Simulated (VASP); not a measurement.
# SiS2 (Ibam) in VASP: single point with PBE+D3(BJ)

Aim: the single point of SiS2 with PBE+D3(BJ).

Program: VASP 6.6.1. These are calculated values, not measurements. Logs are shortened: lines on timing, memory, paths and dates and some standing lists are left out, and cuts for length are marked.

### 1 The cell of the first run

It takes space group Ibam (No. 72, orthorhombic). Conventional cell: a = 5.650 Å, b = 9.570 Å, c = 5.540 Å, α = 90.00°, β = 90.00°, γ = 90.00°. Si (site symmetry 222) has 4 S at 2.16 Å and 2 Si at 2.77 Å within 2.9 Å. S (site symmetry m) has 2 Si at 2.16 Å within 2.9 Å.

### 2 Single point, PBE+D3(BJ)

INCAR reads:

```
SYSTEM = SiS2
ALGO = Normal ; EDIFF = 1E-6
ENCUT = 500 ; GGA = PE
GGA_COMPAT = .FALSE. ; ISIF = 2
ISMEAR = 0 ; ISYM = 0
IVDW = 12 ; LASPH = .TRUE.
LCHARG = .FALSE. ; LREAL = .FALSE.
LWAVE = .FALSE. ; NBANDS = 63
NELM = 120 ; PREC = Accurate
SIGMA = 0.1
```

KPOINTS reads:

```
Automatic mesh
0
Gamma
  2 2 2
  0.5 0.5 0.5
```

POSCAR reads:

```
SiS2
1.0
    5.6500000000      0.0000000000      0.0000000000
    0.0000000000      9.5700000000      0.0000000000
   -2.8250000000     -4.7850000000      8.3100000000
Si S
6 12
Direct
    0.2500000000      0.2500000000      0.5000000000
    0.5833333333      0.5833333333      0.1666666667
    0.9166666667      0.9166666667      0.8333333333
    0.0833333333      0.0833333333      0.1666666667
    0.4166666667      0.4166666667      0.8333333333
    0.7500000000      0.7500000000      0.5000000000
    0.4496666667      0.5496666667      0.3333333333
    0.7830000000      0.8830000000      0.0000000000
    0.1163333333      0.2163333333      0.6666666667
    0.2170000000      0.1170000000      1.0000000000
    0.5503333333      0.4503333333      0.6666666667
    0.8836666667      0.7836666667      0.3333333333
    0.3836666667      0.0496666667      0.3333333333
    0.7170000000      0.3830000000      1.0000000000
    0.0503333333      0.7163333333      0.6666666667
    0.2830000000      0.6170000000      1.0000000000
    0.6163333333      0.9503333333      0.6666666667
    0.9496666667      0.2836666667      0.3333333333
```

Potentials or basis: VASP PAW PBE potentials, release 64 (Si, S).

Launch:

```bash
$ cat potpaw_PBE.64/Si/POTCAR potpaw_PBE.64/S/POTCAR > POTCAR
$ mpirun -np 1 vasp_std > vasp.out
```

OUTCAR:

```text
SYSTEM = SiS2
   EDIFF = 1E-6
   ENCUT = 500
   GGA = PE
   ISIF = 2
   ISMEAR = 0
   ISYM = 0
   IVDW = 12
   LASPH = .TRUE.
   LREAL = .FALSE.
   NELM = 120
   PREC = Accurate
 IVDW          = 12

 ion  position               nearest neighbor table
   1  0.250  0.250  0.500-  11 2.16  13 2.16  18 2.16   9 2.16   4 2.77   5 2.77
   2  0.583  0.583  0.167-   7 2.16  14 2.16  16 2.16  12 2.16   6 2.77   5 2.77
   3  0.917  0.917  0.833-  17 2.16  10 2.16  15 2.16   8 2.16   6 2.77   4 2.77
   4  0.083  0.083  0.167-  13 2.16   8 2.16  18 2.16  10 2.16   1 2.77   3 2.77
   5  0.417  0.417  0.833-  11 2.16  16 2.16  14 2.16   9 2.16   1 2.77   2 2.77
   6  0.750  0.750  0.500-   7 2.16  17 2.16  15 2.16  12 2.16   2 2.77   3 2.77
   7  0.450  0.550  0.333-   2 2.16   6 2.16
   8  0.783  0.883  0.000-   4 2.16   3 2.16
   9  0.116  0.216  0.667-   5 2.16   1 2.16
  10  0.217  0.117  0.000-   3 2.16   4 2.16
  11  0.550  0.450  0.667-   5 2.16   1 2.16
  12  0.884  0.784  0.333-   2 2.16   6 2.16
  13  0.384  0.050  0.333-   4 2.16   1 2.16
  14  0.717  0.383  0.000-   2 2.16   5 2.16
  15  0.050  0.716  0.667-   3 2.16   6 2.16
  16  0.283  0.617  0.000-   5 2.16   2 2.16
  17  0.616  0.950  0.667-   3 2.16   6 2.16
  18  0.950  0.284  0.333-   4 2.16   1 2.16

IMPORTANT INFORMATION: All symmetrisations will be switched off!
NOSYMM: (Re-)initialisation of all symmetry stuff for point group C_1.

----------------------------------------------------------------------------------------

                                     Primitive cell

  volume of cell :     449.3259

  direct lattice vectors                    reciprocal lattice vectors
     5.650000000  0.000000000  0.000000000     0.176991150  0.000000000  0.060168472
     0.000000000  9.570000000  0.000000000     0.000000000  0.104493208  0.060168472
    -2.825000000 -4.785000000  8.310000000     0.000000000  0.000000000  0.120336943

  length of vectors
     5.650000000  9.570000000  9.996646938     0.186938793  0.120578089  0.120336943

  position of ions in fractional coordinates (direct lattice)
     0.250000000  0.250000000  0.500000000
     0.583333333  0.583333333  0.166666667
     0.916666667  0.916666667  0.833333333
     0.083333333  0.083333333  0.166666667
     0.416666667  0.416666667  0.833333333
     0.750000000  0.750000000  0.500000000
[... 10 lines left out ...]
     0.616333333  0.950333333  0.666666667
     0.949666667  0.283666667  0.333333333

  ion indices of the primitive-cell ions
   primitive index   ion index
                 1           1
                 2           2
                 3           3
                 4           4
                 5           5
                 6           6
[... 10 lines left out ...]
                17          17
                18          18

----------------------------------------------------------------------------------------

 KPOINTS: Automatic mesh

Automatic generation of k-mesh.
 Grid dimensions read from file:
 generate k-points for:    2    2    2

 Generating k-lattice:

  Cartesian coordinates                     Fractional coordinates (reciprocal lattice)
     0.088495575  0.000000000  0.030084236     0.500000000  0.000000000  0.000000000
     0.000000000  0.052246604  0.030084236     0.000000000  0.500000000  0.000000000
     0.000000000  0.000000000  0.060168472     0.000000000  0.000000000  0.500000000

  Length of vectors
     0.093469396  0.060289044  0.060168472

  Shift w.r.t. Gamma in fractional coordinates (k-lattice)
     0.500000000  0.500000000  0.500000000

 Subroutine IBZKPT returns following result:
 ===========================================

 Found      8 irreducible k-points:

 Following reciprocal coordinates:
            Coordinates               Weight
  0.250000  0.250000  0.250000      2.000000
  0.250000 -0.250000  0.500000      2.000000
 -0.250000  0.250000  0.250000      2.000000
 -0.250000 -0.250000  0.000000      2.000000
  0.250000  0.250000  0.500000      2.000000
  0.250000 -0.250000  0.250000      2.000000
 -0.250000 -0.250000  0.250000      2.000000
 -0.250000  0.250000 -0.000000      2.000000
   k-points           NKPTS =      8   k-points in BZ     NKDIM =      8   number of bands    NBANDS=     63
   number of dos      NEDOS =    301   number of ions     NIONS =     18
   total plane-waves  NPLWV = 235200
   dimension x,y,z NGX =    42 NGY =   70 NGZ =   80
   dimension x,y,z NGXF=    84 NGYF=  140 NGZF=  160
   ions per type =               6  12
   NGX,Y,Z   is equivalent  to a cutoff of  12.36, 12.16, 13.30 a.u.
   NGXF,Y,Z  is equivalent  to a cutoff of  24.72, 24.32, 26.61 a.u.
 SYSTEM =  SiS2
   PREC   = accura    normal or accurate (medium, high low for compatibility)
   ISTART =      0    job   : 0-new  1-cont  2-samecut
   ICHARG =      2    charge: 1-file 2-atom 10-const
   ISPIN  =      1    spin polarized calculation?
   LNONCOLLINEAR =      F non collinear calculations
   LSORBIT =      F    spin-orbit coupling
   LASPH  =      T    aspherical Exc in radial PAW
   ENCUT  =  500.0 eV  36.75 Ry    6.06 a.u.  10.30 17.45 18.23*2*pi/ulx,y,z
   NELM   =    120;   NELMIN=  2; NELMDL= -5     # of ELM steps
   EDIFF  = 0.1E-05   stopping-criterion for ELM
   LREAL  =      F    real-space projection
   EDIFFG = 0.1E-04   stopping-criterion for IOM
   NSW    =      0    number of steps for IOM
   IBRION =     -1    ionic relax: 0-MD 1-quasi-New 2-CG
   NFREE  =      0    steps in history (QN), initial steepest desc. (CG)
   ISIF   =      2    stress and relaxation
   ISYM   =      0    0-nonsym 1-usesym 2-fastsym
   POTIM  = 0.5000    time-step for ionic-motion
   TEBEG  =    0.0;   TEEND  =   0.0 temperature during run
   PSTRESS=    0.0 pullay stress
   NELECT =      96.0000    total number of electrons
   NUPDOWN=      -1.0000    fix difference up-down
   EMIN   =  10.00;   EMAX   =-10.00  energy-range for DOS
   EFERMI =   0.00;   METHOD = LEGACY
   ISMEAR =     0;   SIGMA  =   0.10  broadening in eV -4-tet -1-fermi 0-gaus
   EFERMI_NEDOS =   21; number of points for ismear=-14 and -15
   IALGO  =     38    algorithm
   IMIX   =      4    mixing-type and parameters
     AMIX     =   0.40;   BMIX     =  1.00
     AMIX_MAG =   1.60;   BMIX_MAG =  1.00
  volume/ion in A,a.u.               =      24.96       168.46
  Fermi-wavevector in a.u.,A,eV,Ry     =   0.978689  1.849454 13.032102  0.957832
  Thomas-Fermi vector in A             =   2.109484
   LORBIT       =      0    0 simple, 1 ext, 2 COOP (PROOUT), +10 PAW based schemes
   GGA     = PE    functional components
   LHFCALC =     F    Hartree Fock is set to
   AEXX    =    0.0000 exact exchange contribution
   IVDW    =    12    specifies the selected vdW correction
   LEPSILON=     F    determine dielectric tensor
   LRPA    =     F    only Hartree local field effects (RPA)
 non-spin polarized calculation
 Gauss-broadening in eV      SIGMA  =   0.10
  energy-cutoff  :      500.00
  volume of cell :      449.33
 maximum number of plane-waves:     11416
 NGX is ok and might be reduce to    42
   NGX = 21   NGY = 35   NGZ = 37

 number of electron      95.9999995 magnetization

 Free energy of the ion-electron system (eV)
  ---------------------------------------------------
  ext. energy  EPLUGINS =         0.00000000
  ---------------------------------------------------
  free energy    TOTEN  =       -93.87174215 eV

  energy without entropy =      -93.87174215  energy(sigma->0) =      -93.87174215

 E-fermi :   2.4122     XC(G=0):  -8.2253

 val. band max:        1.9281212231   @ k =   0.2500   0.2500   0.2500
 cond. band min:       5.0868991885   @ k =  -0.2500   0.2500  -0.0000
 fundamental gap:      3.1587779654
 Fermi energy:         2.4122178606

 k-point     1 :       0.2500    0.2500    0.2500
  band No.  band energies     occupation
      1     -12.2202      2.00000
      2     -11.9416      2.00000
      3     -11.9416      2.00000
      4     -10.9518      2.00000
      5     -10.9518      2.00000
      6     -10.3279      2.00000
[... 52 lines left out ...]
     59       6.9849      0.00000
     60       6.9849      0.00000

 k-point     2 :       0.2500   -0.2500    0.5000
  band No.  band energies     occupation
      1     -12.2202      2.00000
      2     -11.9416      2.00000
      3     -11.9416      2.00000
      4     -10.9518      2.00000
      5     -10.9518      2.00000
      6     -10.3279      2.00000
[... 52 lines left out ...]
     59       6.9849      0.00000
     60       6.9849      0.00000

 k-point     3 :      -0.2500    0.2500    0.2500
  band No.  band energies     occupation
      1     -12.2147      2.00000
      2     -12.1284      2.00000
      3     -11.5165      2.00000
      4     -11.4476      2.00000
      5     -10.5314      2.00000
      6     -10.5048      2.00000
[... 52 lines left out ...]
     59       6.9023      0.00000
     60       7.0322      0.00000

 k-point     4 :      -0.2500   -0.2500    0.0000
  band No.  band energies     occupation
      1     -12.2147      2.00000
      2     -12.1284      2.00000
      3     -11.5165      2.00000
      4     -11.4476      2.00000
      5     -10.5314      2.00000
      6     -10.5048      2.00000
[... 52 lines left out ...]
     59       6.9023      0.00000
     60       7.0322      0.00000

 k-point     5 :       0.2500    0.2500    0.5000
  band No.  band energies     occupation
      1     -12.2147      2.00000
      2     -12.1284      2.00000
      3     -11.5165      2.00000
      4     -11.4476      2.00000
      5     -10.5314      2.00000
      6     -10.5048      2.00000
[... 52 lines left out ...]
     59       6.9023      0.00000
     60       7.0322      0.00000

 k-point     6 :       0.2500   -0.2500    0.2500
  band No.  band energies     occupation
      1     -12.2147      2.00000
      2     -12.1284      2.00000
      3     -11.5165      2.00000
      4     -11.4476      2.00000
      5     -10.5314      2.00000
      6     -10.5048      2.00000
[... 52 lines left out ...]
     59       6.9023      0.00000
     60       7.0322      0.00000

 k-point     7 :      -0.2500   -0.2500    0.2500
  band No.  band energies     occupation
      1     -12.3083      2.00000
      2     -11.8613      2.00000
      3     -11.8613      2.00000
      4     -11.0020      2.00000
      5     -11.0020      2.00000
      6     -10.3137      2.00000
[... 52 lines left out ...]
     59       6.8249      0.00000
     60       7.0425      0.00000

 k-point     8 :      -0.2500    0.2500   -0.0000
  band No.  band energies     occupation
      1     -12.3083      2.00000
      2     -11.8613      2.00000
      3     -11.8613      2.00000
      4     -11.0020      2.00000
      5     -11.0020      2.00000
      6     -10.3137      2.00000
[... 52 lines left out ...]
     59       6.8249      0.00000
     60       7.0425      0.00000
 [bands above 60 left out]

------------------------ aborting loop because EDIFF is reached ----------------------------------------

 Edisp (eV)   -4.19904

 E8    (eV) :    -1.5624

  FORCE on cell =-STRESS in cart. coord.  units (eV):
  Direction    XX          YY          ZZ          XY          YZ          ZX
  --------------------------------------------------------------------------------------
  -------------------------------------------------------------------------------------
  Total      -7.93021    -5.52016    -4.95365    -0.00007    -0.00020    -0.00001
  in kB     -28.27703   -19.68343   -17.66340    -0.00024    -0.00071    -0.00005
  external pressure =      -21.87 kB  Pullay stress =        0.00 kB

 VOLUME and BASIS-vectors are now :
 -----------------------------------------------------------------------------
  energy-cutoff  :      500.00
  volume of cell :      449.33
      direct lattice vectors                 reciprocal lattice vectors
     5.650000000  0.000000000  0.000000000     0.176991150  0.000000000  0.060168472
     0.000000000  9.570000000  0.000000000     0.000000000  0.104493208  0.060168472
    -2.825000000 -4.785000000  8.310000000     0.000000000  0.000000000  0.120336943

 POSITION                                       TOTAL-FORCE (eV/Angst)
 -----------------------------------------------------------------------------------
      0.00000      0.00000      4.15500        -0.000001     -0.000000     -0.000002
      2.82500      4.78500      1.38500         0.000002      0.000020      0.000004
      2.82500      4.78500      6.92500        -0.000003     -0.000021     -0.000001
     -0.00000     -0.00000      1.38500         0.000003      0.000022      0.000001
      0.00000      0.00000      6.92500        -0.000003     -0.000020     -0.000001
      2.82500      4.78500      4.15500        -0.000001     -0.000000     -0.000003
[... 10 lines left out ...]
      1.59895      5.90469      5.54000         0.449691     -0.290291      0.000043
      4.42395      1.11969      2.77000         0.449725     -0.290356     -0.000082
 -----------------------------------------------------------------------------------
    total drift:                                0.000004     -0.000004      0.000007

  FREE ENERGIE OF THE ION-ELECTRON SYSTEM (eV)
  ---------------------------------------------------
  free  energy   TOTEN  =       -98.0707862918 eV

  energy  without entropy=      -98.0707862918  energy(sigma->0) =      -98.07078629
```

Wall time 9.3 min (1 thread of Intel Xeon 8259CL, shared host); peak memory 0.58 GiB.

Results:

```yaml
Free_energy: -98.0708 eV
Pressure: -2.2 GPa
Largest_force: 0.535 eV/Å
Band_gap_on_the_k_mesh: 3.16 eV
Dispersion_energy_per_atom: -0.233 eV
```

Forces on the atoms (eV/Å):
```
Si   0.000  0.000  0.000
Si   0.000  0.000  0.000
Si   0.000  0.000  0.000
Si   0.000  0.000  0.000
Si   0.000  0.000  0.000
Si   0.000  0.000  0.000
S    0.450  0.290  0.000
S    0.450  0.290  0.000
S    0.450  0.290  0.000
S   -0.450 -0.290  0.000
S   -0.450 -0.290  0.000
S   -0.450 -0.290  0.000
S   -0.450  0.290  0.000
S   -0.450  0.290  0.000
S   -0.450  0.290  0.000
S    0.450 -0.290  0.000
S    0.450 -0.290  0.000
S    0.450 -0.290  0.000
```

Levels at points of the mesh, in eV from the valence-band top:
| k point | band 44 | band 45 | band 46 | band 47 | band 48 | band 49 | band 50 | band 51 | band 52 | band 53 |
| --- | --- | --- | --- | --- | --- | --- | --- | --- | --- | --- |
| (0.25, 0.25, 0.25) | -0.68 | -0.68 | -0.49 | -0.49 | 0.00 | 3.29 | 3.36 | 3.36 | 4.12 | 4.12 |

Caveat: the k points lie up to 0.59 Å⁻¹ apart; a shifted mesh leaves out Γ, where band edges can lie. A k mesh can miss the band edges.
